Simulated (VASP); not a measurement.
# Al15TeN15 (a cell with a defect) in VASP: notebook

Runs on Al15TeN15 (a cell with a defect). Level: PBE. Tasks: single point, relaxation of the atoms.

All numbers are computed with VASP 6.6.1; they aren't measurements. Logs are shortened: lines on timing, memory, paths and dates and some standing lists are left out, and cuts for length are marked.

## (1) The cell of the first run

The cell holds a defect, 31 atoms: a = 6.260 Å, b = 6.260 Å, c = 10.035 Å, α = 90.00°, β = 90.00°, γ = 120.00°.

## (2) Single point, PBE, collinear spin

The input, INCAR:

```
PREC = Accurate
ENCUT = 520
EDIFF = 1E-6
ISMEAR = -1
SIGMA = 0.01
LREAL = Auto
LASPH = T
NELM = 200
ALGO = Normal
ISIF = 2
LWAVE = F
LCHARG = F
ISPIN = 2
MAGMOM = 0.02 0 0 0 0.01 0 0 0 0.01 0 0 0 0 0 0 0.28 0.07 0.01 0.28 0.19 0.02 0.02 0.04 0.19 0.03 0.03 0.03 0 0 0 0
LORBIT = 11
NUPDOWN = 2.0
GGA = PE
NBANDS = 88
GGA_COMPAT = F
ISYM = -1
```

The input, KPOINTS:

```
explicit points
1
Reciprocal
  0.25000000   0.25000000   0.25000000 1
```

The input, POSCAR:

```
Al15TeN15
1.0
    6.2595139128      0.0000000578      0.0000000000
   -3.1297570064      5.4208980350      0.0000000000
    0.0000000000      0.0000000000     10.0348065929
Al Te N
15 1 15
Direct
    0.3327678962      0.1656303768      0.2220190723
    0.3449284188      0.1560652130      0.7548745146
    0.1688299397      0.3313880564      0.9928846964
    0.3360702656      0.6702233714      0.2477515652
    0.1519640917      0.8054640384      0.5065507159
    0.3425205484      0.6587289026      0.7499795015
    0.1678239077      0.8247896402      0.9970558242
    0.8296043362      0.1637409790      0.2480351545
    0.6948913969      0.3488444095      0.5069154531
    0.8414036332      0.1578532062      0.7497227498
    0.6753262565      0.3325048427      0.9969753152
    0.8331552826      0.6665093820      0.2507153074
    0.6656766438      0.8347502693      0.4994531143
    0.8381784983      0.6625045627      0.7519555241
    0.6707141465      0.8298602438      0.9998599341
    0.2474746469      0.2536808728      0.4740508292
    0.1643182792      0.3348889400      0.1826953950
    0.3382954557      0.1620585344      0.9443347185
    0.1785811970      0.3216424787      0.7084215615
    0.3466153667      0.7002017378      0.4320315253
    0.1637350386      0.8268942922      0.1853767708
    0.3389076252      0.6666438312      0.9391467796
    0.1727299962      0.8202432024      0.6948953176
    0.7994201113      0.1537110038      0.4322670826
    0.6716482617      0.3349715283      0.1856693545
    0.8340358330      0.1617033647      0.9389004568
    0.6807053317      0.3281788086      0.6950422524
    0.8302797973      0.6706380275      0.4407918535
    0.6697255158      0.8301830637      0.1870060127
    0.8354474920      0.6648933475      0.9390750162
    0.6739939265      0.8259145880      0.6896645936
```

Potentials or basis: VASP PAW PBE potentials, release 64 (Al, Te, N).

Started as:

```bash
$ cat potpaw_PBE.64/Al/POTCAR potpaw_PBE.64/Te/POTCAR potpaw_PBE.64/N/POTCAR > POTCAR
$ mpirun -np 1 vasp_std > vasp.out
```

OUTCAR:

```text
PREC = Accurate
   ENCUT = 520
   EDIFF = 1E-6
   ISMEAR = -1
   LREAL = Auto
   LASPH = T
   NELM = 200
   ISIF = 2
   ISPIN = 2
   LORBIT = 11
   NUPDOWN = 2.0
   GGA = PE
   ISYM = -1

 ion  position               nearest neighbor table
   1  0.333  0.166  0.222-  21 1.87  17 1.87  25 1.87  16 2.70   3 2.91   7 2.92  11 2.92   4 3.12
                             8 3.13  12 3.14  12 3.15   8 3.15   4 3.16
   2  0.345  0.156  0.755-  19 1.86  18 1.90  27 1.92  23 1.92  16 3.01  11 3.02   7 3.02   3 3.06
                            10 3.10   6 3.11  14 3.13   9 3.13  14 3.13   5 3.14   6 3.15  10 3.16
   3  0.169  0.331  0.993-  26 1.89  22 1.90  18 1.90  17 1.91   1 2.91   6 3.02  10 3.02   2 3.06
                             7 3.09  11 3.09  15 3.13  15 3.13   4 3.15   8 3.15  11 3.17   7 3.17
   4  0.336  0.670  0.248-  20 1.86  21 1.89  29 1.91  17 1.93   7 3.06  15 3.08   8 3.09  13 3.09
                             1 3.12  12 3.12   5 3.12  12 3.14   3 3.15   1 3.16   8 3.17  16 3.29
   5  0.152  0.805  0.507-  20 1.81  28 1.87  23 1.89  16 2.58   9 2.86  14 2.99   6 3.05  12 3.10
                             4 3.12  13 3.13   2 3.14  13 3.14
   6  0.343  0.659  0.750-  19 1.87  23 1.88  31 1.90  22 1.90   3 3.02   5 3.05  13 3.07  15 3.07
                            14 3.09   7 3.09   2 3.11  10 3.12  10 3.14   2 3.15  14 3.17
   7  0.168  0.825  0.997-  22 1.88  21 1.89  30 1.89  18 1.90   1 2.92   2 3.02  14 3.04   4 3.06
                            11 3.08   3 3.09   6 3.09  12 3.13  15 3.13  15 3.13   3 3.17  11 3.18
   8  0.830  0.164  0.248-  24 1.86  25 1.89  29 1.91  17 1.93  11 3.07  15 3.08   4 3.09  13 3.09
                            12 3.12   1 3.13   9 3.13  12 3.14   3 3.15   1 3.15   4 3.17  16 3.29
   9  0.695  0.349  0.507-  24 1.81  28 1.87  27 1.89  16 2.58   5 2.86  14 2.99  10 3.05  12 3.10
                             8 3.13   2 3.13  13 3.13  13 3.14
  10  0.841  0.158  0.750-  19 1.87  27 1.88  31 1.90  26 1.90   3 3.02   9 3.05  13 3.06  15 3.08
                            14 3.09  11 3.09   2 3.10   6 3.12   6 3.14   2 3.16  14 3.17
  11  0.675  0.333  0.997-  26 1.88  30 1.89  25 1.89  18 1.90   1 2.92   2 3.02  14 3.04   8 3.07
                             7 3.08   3 3.09  10 3.09  12 3.12  15 3.13  15 3.13   3 3.17   7 3.18
  12  0.833  0.667  0.251-  29 1.88  28 1.91  21 1.91  25 1.91  15 3.08  13 3.09   9 3.10   5 3.10
                             4 3.12   8 3.12  11 3.12   7 3.13   8 3.14   4 3.14   1 3.14   1 3.15
  13  0.666  0.835  0.499-  24 1.86  20 1.86  28 1.88  31 1.91  10 3.06   6 3.07  12 3.09   8 3.09
                             4 3.09   5 3.13   9 3.13   9 3.14   5 3.14  14 3.15  16 3.26  16 3.26
  14  0.838  0.663  0.752-  30 1.88  31 1.88  27 1.90  23 1.90   9 2.99   5 2.99   7 3.04  11 3.04
                            15 3.08  10 3.09   6 3.09   2 3.13   2 3.13  13 3.15   6 3.17  10 3.17
  15  0.671  0.830  1.000-  29 1.88  30 1.89  22 1.90  26 1.90   6 3.07  12 3.08  10 3.08   8 3.08
                             4 3.08  14 3.08   7 3.13  11 3.13   3 3.13   3 3.13  11 3.13   7 3.13
  16  0.247  0.254  0.474-  19 2.47   9 2.58  20 2.58   5 2.58  24 2.58   1 2.70   2 3.01  13 3.26
                            13 3.26   4 3.29   8 3.29
  17  0.164  0.335  0.183-   1 1.87   3 1.91   8 1.93   4 1.93
  18  0.338  0.162  0.944-   3 1.90  11 1.90   2 1.90   7 1.90
  19  0.179  0.322  0.708-   2 1.86  10 1.87   6 1.87  16 2.47
  20  0.347  0.700  0.432-   5 1.81   4 1.86  13 1.86  16 2.58
  21  0.164  0.827  0.185-   1 1.87   7 1.89   4 1.89  12 1.91
  22  0.339  0.667  0.939-   7 1.88   3 1.90  15 1.90   6 1.90
  23  0.173  0.820  0.695-   6 1.88   5 1.89  14 1.90   2 1.92
  24  0.799  0.154  0.432-   9 1.81   8 1.86  13 1.86  16 2.58
  25  0.672  0.335  0.186-   1 1.87   8 1.89  11 1.89  12 1.91
  26  0.834  0.162  0.939-  11 1.88   3 1.89  10 1.90  15 1.90
  27  0.681  0.328  0.695-  10 1.88   9 1.89  14 1.90   2 1.92
  28  0.830  0.671  0.441-   5 1.87   9 1.87  13 1.88  12 1.91
  29  0.670  0.830  0.187-  15 1.88  12 1.88   4 1.91   8 1.91
  30  0.835  0.665  0.939-  14 1.88  15 1.89  11 1.89   7 1.89
  31  0.674  0.826  0.690-  14 1.88   6 1.90  10 1.90  13 1.91

IMPORTANT INFORMATION: All symmetrisations will be switched off!
NOSYMM: (Re-)initialisation of all symmetry stuff for point group C_1.

----------------------------------------------------------------------------------------

                                     Primitive cell

  volume of cell :     340.5029

  direct lattice vectors                    reciprocal lattice vectors
     6.259513913  0.000000058  0.000000000     0.159756813  0.092235641  0.000000000
    -3.129757006  5.420898035  0.000000000    -0.000000002  0.184471279  0.000000000
     0.000000000  0.000000000 10.034806593     0.000000000  0.000000000  0.099653141

  length of vectors
     6.259513913  6.259513913 10.034806593     0.184471279  0.184471279  0.099653141

  position of ions in fractional coordinates (direct lattice)
     0.332767896  0.165630377  0.222019072
     0.344928419  0.156065213  0.754874515
     0.168829940  0.331388056  0.992884696
     0.336070266  0.670223371  0.247751565
     0.151964092  0.805464038  0.506550716
     0.342520548  0.658728903  0.749979502
[... 23 lines left out ...]
     0.835447492  0.664893347  0.939075016
     0.673993927  0.825914588  0.689664594

  ion indices of the primitive-cell ions
   primitive index   ion index
                 1           1
                 2           2
                 3           3
                 4           4
                 5           5
                 6           6
[... 23 lines left out ...]
                30          30
                31          31

----------------------------------------------------------------------------------------

 KPOINTS: explicit points

Read explicit list of k-points.

 Found      1 k-points:

 Following reciprocal coordinates:
            Coordinates               Weight
  0.250000  0.250000  0.250000      1.000000
   k-points           NKPTS =      1   k-points in BZ     NKDIM =      1   number of bands    NBANDS=     88
   number of dos      NEDOS =    301   number of ions     NIONS =     31
   total plane-waves  NPLWV = 184320
   dimension x,y,z NGX =    48 NGY =   48 NGZ =   80
   dimension x,y,z NGXF=    96 NGYF=   96 NGZF=  160
   ions per type =              15   1  15
   NGX,Y,Z   is equivalent  to a cutoff of  12.75, 12.75, 13.25 a.u.
   NGXF,Y,Z  is equivalent  to a cutoff of  25.50, 25.50, 26.51 a.u.
 SYSTEM =  unknown system
   PREC   = accura    normal or accurate (medium, high low for compatibility)
   ISTART =      0    job   : 0-new  1-cont  2-samecut
   ICHARG =      2    charge: 1-file 2-atom 10-const
   ISPIN  =      2    spin polarized calculation?
   LNONCOLLINEAR =      F non collinear calculations
   LSORBIT =      F    spin-orbit coupling
   LASPH  =      T    aspherical Exc in radial PAW
   ENCUT  =  520.0 eV  38.22 Ry    6.18 a.u.  11.64 11.64 18.66*2*pi/ulx,y,z
   NELM   =    200;   NELMIN=  2; NELMDL= -5     # of ELM steps
   EDIFF  = 0.1E-05   stopping-criterion for ELM
   LREAL  =      T    real-space projection
   EDIFFG = 0.1E-04   stopping-criterion for IOM
   NSW    =      0    number of steps for IOM
   IBRION =     -1    ionic relax: 0-MD 1-quasi-New 2-CG
   NFREE  =      0    steps in history (QN), initial steepest desc. (CG)
   ISIF   =      2    stress and relaxation
   ISYM   =     -1    0-nonsym 1-usesym 2-fastsym
   POTIM  = 0.5000    time-step for ionic-motion
   TEBEG  =    0.0;   TEEND  =   0.0 temperature during run
   PSTRESS=    0.0 pullay stress
   NELECT =     126.0000    total number of electrons
   NUPDOWN=       2.0000    fix difference up-down
   EMIN   =  10.00;   EMAX   =-10.00  energy-range for DOS
   EFERMI =   0.00;   METHOD = LEGACY
   ISMEAR =    -1;   SIGMA  =   0.01  broadening in eV -4-tet -1-fermi 0-gaus
   EFERMI_NEDOS =   21; number of points for ismear=-14 and -15
   IALGO  =     38    algorithm
   IMIX   =      4    mixing-type and parameters
     AMIX     =   0.40;   BMIX     =  1.00
     AMIX_MAG =   1.60;   BMIX_MAG =  1.00
  volume/ion in A,a.u.               =      10.98        74.12
  Fermi-wavevector in a.u.,A,eV,Ry     =   1.175325  2.221043 18.794944  1.381389
  Thomas-Fermi vector in A             =   2.311708
   LORBIT       =     11    0 simple, 1 ext, 2 COOP (PROOUT), +10 PAW based schemes
   GGA     = PE    functional components
   LHFCALC =     F    Hartree Fock is set to
   AEXX    =    0.0000 exact exchange contribution
   IVDW    =     0    specifies the selected vdW correction
   LEPSILON=     F    determine dielectric tensor
   LRPA    =     F    only Hartree local field effects (RPA)
 spin polarized calculation
  energy-cutoff  :      520.00
  volume of cell :      340.50
 maximum number of plane-waves:      9148
 NGX is ok and might be reduce to    48
   NGX = 23   NGY = 23   NGZ = 37

 number of electron     126.0000003 magnetization       1.9998146

 Free energy of the ion-electron system (eV)
  ---------------------------------------------------
  ext. energy  EPLUGINS =         0.00000000
  ---------------------------------------------------
  free energy    TOTEN  =      -222.67842827 eV

  energy without entropy =     -222.67842827  energy(sigma->0) =     -222.67842827

 E-fermi :   7.2716     XC(G=0): -10.8758

 val. band max:        8.0341052119   @ k =   0.2500   0.2500   0.2500
 cond. band min:       7.9808122268   @ k =   0.2500   0.2500   0.2500
 fundamental gap:     -0.0532929851
 Fermi energy:         8.3108003801

 spin component 1

 k-point     1 :       0.2500    0.2500    0.2500
  band No.  band energies     occupation
      1      -8.4395      1.00000
      2      -7.9824      1.00000
      3      -7.8322      1.00000
      4      -7.7614      1.00000
      5      -7.4690      1.00000
      6      -7.3735      1.00000
[... 67 lines left out ...]
     74      12.9725      0.00000
     75      13.0681      0.00000
 Fermi energy:         7.2716228680

 spin component 2

 k-point     1 :       0.2500    0.2500    0.2500
  band No.  band energies     occupation
      1      -8.3872      1.00000
      2      -7.9276      1.00000
      3      -7.7934      1.00000
      4      -7.6833      1.00000
      5      -7.4120      1.00000
      6      -7.2696      1.00000
[... 67 lines left out ...]
     74      13.0733      0.00000
     75      13.1622      0.00000
 [bands above 75 left out]

------------------------ aborting loop because EDIFF is reached ----------------------------------------

  FORCE on cell =-STRESS in cart. coord.  units (eV):
  Direction    XX          YY          ZZ          XY          YZ          ZX
  --------------------------------------------------------------------------------------
  -------------------------------------------------------------------------------------
  Total       12.5025494      6.1617946     20.1514522     -5.3893224     -1.6688891      4.2676576
  in kB       58.8285720     28.9932531     94.8191539    -25.3585193     -7.8526673     20.0807207
  external PRESSURE =      60.8803263 kB  Pullay stress =       0.0000000 kB

 VOLUME and BASIS-vectors are now :
 -----------------------------------------------------------------------------
  energy-cutoff  :      520.00
  volume of cell :      340.50
      direct lattice vectors                 reciprocal lattice vectors
     6.259513913  0.000000058  0.000000000     0.159756813  0.092235641  0.000000000
    -3.129757006  5.420898035  0.000000000    -0.000000002  0.184471279  0.000000000
     0.000000000  0.000000000 10.034806593     0.000000000  0.000000000  0.099653141

 POSITION                                       TOTAL-FORCE (eV/Angst)
 -----------------------------------------------------------------------------------
      1.56458      0.89787      2.22792        -0.000659     -0.009567      0.001504
      1.67064      0.84601      7.57502        -0.002197     -0.004405      0.006459
      0.01963      1.79642      9.96341         0.006866     -0.002467     -0.009958
      0.00600      3.63321      2.48614        -0.004975      0.003711      0.013879
     -1.56969      4.36634      5.08314         0.018421     -0.011008      0.000284
      0.08235      3.57090      7.52590         0.004225      0.026297      0.001371
[... 23 lines left out ...]
      3.14854      3.60432      9.42344        -0.007198     -0.000119      0.007120
      1.63396      4.47720      6.92065        -0.002681      0.006699     -0.007995
 -----------------------------------------------------------------------------------
    total drift:                                0.015259     -0.008363      0.004866

  FREE ENERGIE OF THE ION-ELECTRON SYSTEM (eV)
  ---------------------------------------------------
  free  energy   TOTEN  =      -222.6784282729 eV

  energy  without entropy=     -222.6784282729  energy(sigma->0) =     -222.67842827

 total charge

# of ion       s       p       d       tot
------------------------------------------
    1        0.391   0.419   0.000   0.810
    2        0.375   0.435   0.000   0.810
    3        0.375   0.434   0.000   0.809
    4        0.373   0.433   0.000   0.807
    5        0.389   0.451   0.000   0.840
    6        0.377   0.443   0.000   0.819
[... 23 lines left out ...]
   30        1.231   2.631   0.000   3.862
   31        1.229   2.620   0.000   3.849
--------------------------------------------------
tot         25.639  47.584   0.105  73.328

 magnetization (x)

# of ion       s       p       d       tot
------------------------------------------
    1        0.006   0.025   0.000   0.031
    2       -0.001  -0.002   0.000  -0.003
    3        0.001   0.003   0.000   0.004
    4       -0.001  -0.001   0.000  -0.001
    5        0.006   0.017   0.000   0.023
    6       -0.001   0.001   0.000   0.001
[... 23 lines left out ...]
   30       -0.000   0.001   0.000   0.001
   31       -0.000  -0.001   0.000  -0.001
--------------------------------------------------
tot          0.137   1.063   0.028   1.228
```

It took 99 s on 1 thread of Intel Xeon 6975P-C (Granite Rapids), shared host; peak memory 0.57 GiB.

Results:

* Free energy: -222.6784 eV
* Pressure: 6.1 GPa
* Largest force: 0.037 eV/Å
* Net moment: 2.00 μB per cell
* Site moments: Al +0.03, -0.00, +0.00, +0.02 (each value once); Te +0.36; N +0.06, +0.01, +0.24, +0.17, +0.02, +0.03, +0.00, -0.00 (each value once) μB
* Valence electrons inside the program's atomic spheres: Al 0.81, 0.84, 0.82, 0.80 (each value once); Te 3.46; N 3.83, 3.85, 3.79, 3.81, 3.86 (each value once)

Forces in eV/Å, atoms in the order of the input:
```
Al  -0.001 -0.010  0.002
Al  -0.002 -0.004  0.006
Al   0.007 -0.002 -0.010
Al  -0.005  0.004  0.014
Al   0.018 -0.011  0.000
Al   0.004  0.026  0.001
Al  -0.002 -0.004 -0.018
Al  -0.019 -0.012  0.021
Al   0.020 -0.007 -0.003
Al  -0.024 -0.022  0.000
Al   0.001  0.006 -0.016
Al  -0.011  0.000  0.015
Al   0.020 -0.010  0.019
Al  -0.014  0.008 -0.007
Al   0.008 -0.006 -0.019
Te  -0.027  0.018  0.018
N    0.015  0.010  0.008
N   -0.008 -0.002  0.009
N    0.014 -0.005 -0.017
N   -0.005 -0.003  0.001
N    0.013  0.003 -0.006
N   -0.005  0.000  0.002
N    0.005  0.001  0.003
N   -0.002  0.003  0.002
N    0.015  0.003 -0.006
N   -0.004 -0.002  0.001
N    0.005 -0.001  0.002
N   -0.023  0.010 -0.016
N    0.014  0.003 -0.006
N   -0.007  0.000  0.007
N   -0.003  0.007 -0.008
```

Caveat: spin-orbit coupling is left out, which moves the levels of the heavy elements; the total moment is fixed, so each spin has its own Fermi level and the state may be an excited one.

[end of part 1 of 2]
